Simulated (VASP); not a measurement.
# C in VASP: relaxation of the atoms with PBE

Aim: the relaxation of the atoms of C with PBE.

All numbers are computed with VASP 6.6.1; they aren't measurements. Logs are shortened: lines on timing, memory, paths and dates and some standing lists are left out, and cuts for length are marked.

## Step 1: The cell of the first run

The cell holds a slab with vacuum, 8 atoms: a = 2.467 Å, b = 2.467 Å, c = 58.666 Å, α = 90.00°, β = 90.00°, γ = 120.00°.

## Step 2: Relaxation of the atoms, PBE

INCAR reads:

```
SYSTEM = C
ALGO     = Fast           ! electronic algorithm
DIPOL    = 0.5 0.5 0.500
EDIFF    = 1E-7           ! SCF threshold, eV
EDIFFG   = -0.02          ! ionic threshold
ENCUT    = 520            ! plane-wave cutoff, eV
GGA      = PE             ! functional
IBRION   = 2              ! ionic algorithm
IDIPOL   = 3            
ISIF     = 2              ! what is computed and relaxed
ISMEAR   = 0              ! smearing method
LASPH    = .True.         ! aspherical terms in the spheres
LCHARG   = .False.        ! write CHGCAR
LDIPOL   = .True.       
LREAL    = .False.        ! projectors in reciprocal space
LWAVE    = .False.        ! write WAVECAR
NELM     = 80             ! most SCF steps
NSW      = 80             ! ionic steps
PREC     = Accurate       ! precision mode
SIGMA    = 0.1            ! smearing width, eV
```

KPOINTS reads:

```
k-points
0
Gamma
  15 15 1
  0 0 0
```

POSCAR reads:

```
C
1.0
    2.4665086558      0.0000000000      0.0000000000
   -1.2332543279      2.1360591546      0.0000000000
    0.0000000000      0.0000000000     58.6655500286
C
8
Direct
    0.0000000000      0.0000000000      0.1278433424
    0.6666666667      0.3333333333      0.1278461324
    0.0000000000      0.0000000000      0.4625115000
    0.3333333333      0.6666666667      0.4625087099
    0.0000000000      0.0000000000      0.5374885000
    0.6666666667      0.3333333333      0.5374912901
    0.0000000000      0.0000000000      0.8721566576
    0.3333333333      0.6666666667      0.8721538676
```

Potentials or basis: VASP PAW PBE potentials, release 64 (C).

Run with:

```
> cat potpaw_PBE.64/C/POTCAR > POTCAR
> mpirun -np 1 vasp_std > vasp.out
```

OUTCAR:

```text
SYSTEM = C
   EDIFF = 1E-7
   EDIFFG = -0.02
   ENCUT = 520
   GGA = PE
   IBRION = 2
   ISIF = 2
   ISMEAR = 0
   LASPH = .True.
   LREAL = .False.
   NELM = 80
   NSW = 80
   PREC = Accurate

 ion  position               nearest neighbor table
   1  0.000  0.000  0.128-   2 1.42   2 1.42   2 1.42
   2  0.667  0.333  0.128-   1 1.42   1 1.42   1 1.42
   3  0.000  0.000  0.463-   4 1.42   4 1.42   4 1.42
   4  0.333  0.667  0.463-   3 1.42   3 1.42   3 1.42
   5  0.000  0.000  0.537-   6 1.42   6 1.42   6 1.42
   6  0.667  0.333  0.537-   5 1.42   5 1.42   5 1.42
   7  0.000  0.000  0.872-   8 1.42   8 1.42   8 1.42
   8  0.333  0.667  0.872-   7 1.42   7 1.42   7 1.42

  LATTYP: Found a hexagonal cell.
 ALAT       =     2.4665086558
 C/A-ratio  =    23.7848547138

  Lattice vectors:

 A1 = (   2.4665086558,   0.0000000000,   0.0000000000)
 A2 = (  -1.2332543279,   2.1360591546,   0.0000000000)
 A3 = (   0.0000000000,   0.0000000000,  58.6655500286)

Analysis of symmetry for initial positions (statically):
=====================================================================
 Subroutine PRICEL returns:
 Original cell was already a primitive cell.

 Routine SETGRP: Setting up the symmetry group for a
 hexagonal supercell.

 Subroutine GETGRP returns: Found 12 space group operations
 (whereof 12 operations were pure point group operations)
 out of a pool of 24 trial point group operations.

The static configuration has the point symmetry D_3d.

Analysis of symmetry for dynamics (positions and initial velocities):
=====================================================================
 Subroutine PRICEL returns:
 Original cell was already a primitive cell.

 Routine SETGRP: Setting up the symmetry group for a
 hexagonal supercell.

 Subroutine GETGRP returns: Found 12 space group operations
 (whereof 12 operations were pure point group operations)
 out of a pool of 24 trial point group operations.

The dynamic configuration has the point symmetry D_3d.

 Subroutine INISYM returns: Found 12 space group operations
 (whereof 12 operations are pure point group operations),
 and found     1 'primitive' translations

----------------------------------------------------------------------------------------

                                     Primitive cell

  volume of cell :     309.0858

  direct lattice vectors                    reciprocal lattice vectors
     2.466508656  0.000000000  0.000000000     0.405431377  0.234075914  0.000000000
    -1.233254328  2.136059155  0.000000000     0.000000000  0.468151829  0.000000000
     0.000000000  0.000000000 58.665550029     0.000000000  0.000000000  0.017045779

  length of vectors
     2.466508656  2.466508656 58.665550029     0.468151829  0.468151829  0.017045779

  position of ions in fractional coordinates (direct lattice)
     0.000000000  0.000000000  0.127843342
     0.666666667  0.333333333  0.127846132
     0.000000000  0.000000000  0.462511500
     0.333333333  0.666666667  0.462508710
     0.000000000  0.000000000  0.537488500
     0.666666667  0.333333333  0.537491290
     0.000000000  0.000000000  0.872156658
     0.333333333  0.666666667  0.872153868

  ion indices of the primitive-cell ions
   primitive index   ion index
                 1           1
                 2           2
                 3           3
                 4           4
                 5           5
                 6           6
                 7           7
                 8           8

----------------------------------------------------------------------------------------

 KPOINTS: k-points

Automatic generation of k-mesh.
 Grid dimensions read from file:
 generate k-points for:   15   15    1

 Generating k-lattice:

  Cartesian coordinates                     Fractional coordinates (reciprocal lattice)
     0.027028758  0.015605061  0.000000000     0.066666667 -0.000000000  0.000000000
     0.000000000  0.031210122  0.000000000     0.000000000  0.066666667  0.000000000
     0.000000000  0.000000000  0.017045779     0.000000000  0.000000000  1.000000000

  Length of vectors
     0.031210122  0.031210122  0.017045779

  Shift w.r.t. Gamma in fractional coordinates (k-lattice)
     0.000000000  0.000000000  0.000000000

 Subroutine IBZKPT returns following result:
 ===========================================

 Found     27 irreducible k-points:

 Following reciprocal coordinates:
            Coordinates               Weight
  0.000000  0.000000  0.000000      1.000000
  0.066667  0.000000  0.000000      6.000000
  0.133333 -0.000000  0.000000      6.000000
  0.200000  0.000000  0.000000      6.000000
  0.266667 -0.000000  0.000000      6.000000
  0.333333 -0.000000  0.000000      6.000000
[... 16 lines left out ...]
  0.333333  0.200000  0.000000     12.000000
  0.400000  0.200000  0.000000      6.000000
 [... further k-points ...]
   k-points           NKPTS =     27   k-points in BZ     NKDIM =     27   number of bands    NBANDS=     21
   number of dos      NEDOS =    301   number of ions     NIONS =      8
   total plane-waves  NPLWV = 145152
   dimension x,y,z NGX =    18 NGY =   18 NGZ =  448
   dimension x,y,z NGXF=    36 NGYF=   36 NGZF=  896
   ions per type =               8
   NGX,Y,Z   is equivalent  to a cutoff of  12.13, 12.13, 12.70 a.u.
   NGXF,Y,Z  is equivalent  to a cutoff of  24.26, 24.26, 25.39 a.u.
 SYSTEM =  C
   PREC   = accura    normal or accurate (medium, high low for compatibility)
   ISTART =      0    job   : 0-new  1-cont  2-samecut
   ICHARG =      2    charge: 1-file 2-atom 10-const
   ISPIN  =      1    spin polarized calculation?
   LNONCOLLINEAR =      F non collinear calculations
   LSORBIT =      F    spin-orbit coupling
   LASPH  =      T    aspherical Exc in radial PAW
   ENCUT  =  520.0 eV  38.22 Ry    6.18 a.u.   4.59  4.59109.08*2*pi/ulx,y,z
   NELM   =     80;   NELMIN=  2; NELMDL= -5     # of ELM steps
   EDIFF  = 0.1E-06   stopping-criterion for ELM
   LREAL  =      F    real-space projection
   EDIFFG = -.2E-01   stopping-criterion for IOM
   NSW    =     80    number of steps for IOM
   IBRION =      2    ionic relax: 0-MD 1-quasi-New 2-CG
   NFREE  =      1    steps in history (QN), initial steepest desc. (CG)
   ISIF   =      2    stress and relaxation
   ISYM   =      2    0-nonsym 1-usesym 2-fastsym
   POTIM  = 0.5000    time-step for ionic-motion
   TEBEG  =    0.0;   TEEND  =   0.0 temperature during run
   PSTRESS=    0.0 pullay stress
   NELECT =      32.0000    total number of electrons
   NUPDOWN=      -1.0000    fix difference up-down
   EMIN   =  10.00;   EMAX   =-10.00  energy-range for DOS
   EFERMI =   0.00;   METHOD = LEGACY
   ISMEAR =     0;   SIGMA  =   0.10  broadening in eV -4-tet -1-fermi 0-gaus
   EFERMI_NEDOS =   21; number of points for ismear=-14 and -15
   IALGO  =     68    algorithm
   IMIX   =      4    mixing-type and parameters
     AMIX     =   0.40;   BMIX     =  1.00
     AMIX_MAG =   1.60;   BMIX_MAG =  1.00
  volume/ion in A,a.u.               =      38.64       260.73
  Fermi-wavevector in a.u.,A,eV,Ry     =   0.768715  1.452660  8.039984  0.590922
  Thomas-Fermi vector in A             =   1.869547
   LORBIT       =      0    0 simple, 1 ext, 2 COOP (PROOUT), +10 PAW based schemes
   GGA     = PE    functional components
   LHFCALC =     F    Hartree Fock is set to
   AEXX    =    0.0000 exact exchange contribution
   IVDW    =     0    specifies the selected vdW correction
   LEPSILON=     F    determine dielectric tensor
   LRPA    =     F    only Hartree local field effects (RPA)
 conjugate gradient relaxation of ions
 non-spin polarized calculation
 RMM-DIIS sequential band-by-band and
 Gauss-broadening in eV      SIGMA  =   0.10
  energy-cutoff  :      520.00
  volume of cell :      309.09
 maximum number of plane-waves:      8438
   NGX =  9   NGY =  9   NGZ =219

 dipolmoment           0.000000      0.000000      0.000000 electrons x Angstroem

 number of electron      31.9999994 magnetization

 dipolmoment           0.000000      0.000000     -0.000000 electrons x Angstroem

 Free energy of the ion-electron system (eV)
  ---------------------------------------------------
  ext. energy  EPLUGINS =         0.00000000
  ---------------------------------------------------
  free energy    TOTEN  =       -73.79886312 eV

  energy without entropy =      -73.79508525  energy(sigma->0) =      -73.79697419

 E-fermi :  -2.1994     XC(G=0):  -2.8438

 val. band max:       -2.1994892660   @ k =   0.3333   0.3333   0.0000
 cond. band min:      -2.1993774160   @ k =   0.3333   0.3333   0.0000
 fundamental gap:      0.0001118500
 Fermi energy:        -2.1993875649

 k-point     1 :       0.0000    0.0000    0.0000
  band No.  band energies     occupation
      1     -21.7225      2.00000
      2     -21.7168      2.00000
      3     -21.7168      2.00000
      4     -21.7095      2.00000
      5      -9.9091      2.00000
      6      -9.8123      2.00000
[... 13 lines left out ...]
     20       1.6009      0.00000
     21       1.8084      0.00000

 k-point     2 :       0.0667    0.0000    0.0000
  band No.  band energies     occupation
      1     -21.6175      2.00000
      2     -21.6118      2.00000
      3     -21.6118      2.00000
      4     -21.6046      2.00000
      5      -9.7832      2.00000
      6      -9.6870      2.00000
[... 13 lines left out ...]
     20       1.7254      0.00000
     21       1.9777      0.00000
[... 487 lines left out ...]
      5     -13.8480      2.00000
      6     -13.8464      2.00000
[... 13 lines left out ...]
     20      -0.1373      0.00000
     21       8.5318      0.00000

 k-point    24 :       0.4000    0.2000    0.0000
  band No.  band energies     occupation
      1     -15.8728      2.00000
      2     -15.8717      2.00000
      3     -15.8717      2.00000
      4     -15.8690      2.00000
      5     -14.8809      2.00000
      6     -14.8804      2.00000
[... 13 lines left out ...]
     20      -0.8852      0.00000
     21       8.6039      0.00000

 [... further k-points ...]

------------------------ aborting loop because EDIFF is reached ----------------------------------------

 vacuum level on the upper side and lower side of the slab       (xc-potential included)        -0.008        -0.008

  FORCE on cell =-STRESS in cart. coord.  units (eV):
  Direction    XX          YY          ZZ          XY          YZ          ZX
  --------------------------------------------------------------------------------------
  -------------------------------------------------------------------------------------
  Total        0.3188518      0.3188518     -0.0458236      0.0000000     -0.0000000      0.0000000
  in kB        1.6528002      1.6528002     -0.2375314      0.0000000     -0.0000000      0.0000000
  external PRESSURE =       1.0226897 kB  Pullay stress =       0.0000000 kB

 VOLUME and BASIS-vectors are now :
 -----------------------------------------------------------------------------
  energy-cutoff  :      520.00
  volume of cell :      309.09
      direct lattice vectors                 reciprocal lattice vectors
     2.466508656  0.000000000  0.000000000     0.405431377  0.234075914  0.000000000
    -1.233254328  2.136059155  0.000000000     0.000000000  0.468151829  0.000000000
     0.000000000  0.000000000 58.665550029     0.000000000  0.000000000  0.017045779

 POSITION                                       TOTAL-FORCE (eV/Angst)
 -----------------------------------------------------------------------------------
      0.00000      0.00000      7.50000         0.000000      0.000000      0.002684
      1.23325      0.71202      7.50016        -0.000000      0.000000     -0.002800
      0.00000      0.00000     27.13349        -0.000000     -0.000000     -0.001539
     -0.00000      1.42404     27.13333        -0.000000      0.000000      0.002450
      0.00000      0.00000     31.53206         0.000000      0.000000      0.001539
      1.23325      0.71202     31.53222         0.000000     -0.000000     -0.002450
      0.00000      0.00000     51.16555         0.000000     -0.000000     -0.002684
     -0.00000      1.42404     51.16539         0.000000      0.000000      0.002800
 -----------------------------------------------------------------------------------
    total drift:                                0.000000      0.000000      0.000000

  FREE ENERGIE OF THE ION-ELECTRON SYSTEM (eV)
  ---------------------------------------------------
  free  energy   TOTEN  =       -73.7988631245 eV

  energy  without entropy=      -73.7950852507  energy(sigma->0) =      -73.79697419

 reached required accuracy - stopping structural energy minimisation

 vacuum level on the upper side and lower side of the slab         2.035         2.035
```

It took 7.5 min on 1 thread of Oxide Virtual Turin-like, shared host; peak memory 0.39 GiB.

What came out:

```
Free energy            : -73.7989 eV
Band gap on the k mesh : zero (filled and empty bands touch)
```

Forces in eV/Å, atoms in the order of the input:
```
C    0.000  0.000  0.003
C    0.000  0.000 -0.003
C    0.000  0.000 -0.002
C    0.000  0.000  0.002
C    0.000  0.000  0.002
C    0.000  0.000 -0.002
C    0.000  0.000 -0.003
C    0.000  0.000  0.003
```

Final structure:
```cif
data_structure
_symmetry_space_group_name_H-M 'P 1'
_symmetry_Int_Tables_number 1
_cell_length_a 2.4665
_cell_length_b 2.4665
_cell_length_c 58.6656
_cell_angle_alpha 90.000
_cell_angle_beta 90.000
_cell_angle_gamma 120.000
_cell_volume 309.09
loop_
_atom_site_label
_atom_site_type_symbol
_atom_site_fract_x
_atom_site_fract_y
_atom_site_fract_z
_atom_site_occupancy
C1 C 0.00000 0.00000 0.12784 1
C2 C 0.66667 0.33333 0.12785 1
C3 C 0.00000 0.00000 0.46251 1
C4 C 0.33333 0.66667 0.46251 1
C5 C 0.00000 0.00000 0.53749 1
C6 C 0.66667 0.33333 0.53749 1
C7 C 0.00000 0.00000 0.87216 1
C8 C 0.33333 0.66667 0.87215 1
```

Levels at points of the mesh, in eV from the Fermi level:
| k point | band 12 | band 13 | band 14 | band 15 | band 16 | band 17 | band 18 | band 19 | band 20 | band 21 |
| --- | --- | --- | --- | --- | --- | --- | --- | --- | --- | --- |
| (0.00, 0.00, 0.00) | -3.05 | -3.05 | -3.05 | -3.05 | -3.05 | 3.22 | 3.36 | 3.36 | 3.80 | 4.01 |

Caveat: the relaxation stopped at its first step, so nothing moved.
